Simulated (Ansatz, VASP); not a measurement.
## MoS2: VASP beside Ansatz

The input INCAR:

```
SYSTEM = MoS2
ALGO = Normal ; EDIFF = 1E-7
ENCUT = 520 ; GGA = PE
ISIF = 2 ; ISMEAR = 0
ISPIN = 2 ; LASPH = .TRUE.
LCHARG = .TRUE. ; LELF = .TRUE.
LMAXMIX = 4 ; LORBIT = 11
LREAL = .FALSE. ; LVHAR = .TRUE.
LWAVE = .FALSE. ; MAGMOM = 1 0 0
NBANDS = 24 ; NELM = 150
PREC = Accurate ; SIGMA = 0.1
```

KPOINTS

```
k-points
0
G
  6 6 6
  0 0 0
```

File POSCAR:

```
MoS2
1.0
    0.0000000000      3.0918915500      3.0918915500
    3.0918915500      0.0000000000      3.0918915500
    3.0918915500      3.0918915500      0.0000000000
Mo S
1 2
Direct
    0.0000000000      0.0000000000      0.0000000000
    0.2500000000      0.2500000000      0.2500000000
    0.7500000000      0.7500000000      0.7500000000
```

Input for Ansatz:

```yaml
crystal:
  lattice:
    - [0.0, 3.09189155, 3.09189155]
    - [3.09189155, 0.0, 3.09189155]
    - [3.09189155, 3.09189155, 0.0]
  atoms:
    - { symbol: Mo, position: [0.0, 0.0, 0.0], spin: 1.0 }
    - { symbol: S, position: [0.25, 0.25, 0.25] }
    - { symbol: S, position: [0.75, 0.75, 0.75] }
basis:
  ecutwfc: 420
kpoints:
  mp_grid: { grid: [6, 6, 6] }
hamiltonian:
  xc: pbe
scf:
  occupations: { method: gaussian, width: 0.1 }
  lower_state_search: "off"
output:
  forces: true
  stress: true
  eigenvalues: true
  populations: true
magnetization:
  spin_polarized: true
```

Change from the starting cell: species swapped into the EuF2 type (Fm-3m, No. 225).

Alike in both runs: task single point; functional PBE; k mesh 6 × 6 × 6; occupations gaussian, width 0.1 eV; collinear spin.

|  | VASP | Ansatz |
| --- | --- | --- |
| version | VASP 6.6.1 | Ansatz 0.2.0 |
| potentials or method | VASP PAW PBE potentials, release 64 (Mo_sv, S), cutoff 520 eV | scalar-relativistic, plane waves, PAW |
| valence electrons in the cell | 26 | 26 |

VASP gave:

* gap on the k mesh at the Fermi level (eV): none
* pressure (GPa): -11.3
* net moment per atom (μB): 0.63
* size of the moment on the site where the two differ most (μB): 1.77

**Question.** Estimate Ansatz's values.

**Answer.** gap on the k mesh at the Fermi level (eV): none; pressure (GPa): -11.3; net moment per atom (μB): 0.63; size of the moment on the site where the two differ most (μB): 1.56.

Site moments also hang on the region over which each program counts them. A gap of «none» marks a metal or a gap that the smearing closes.
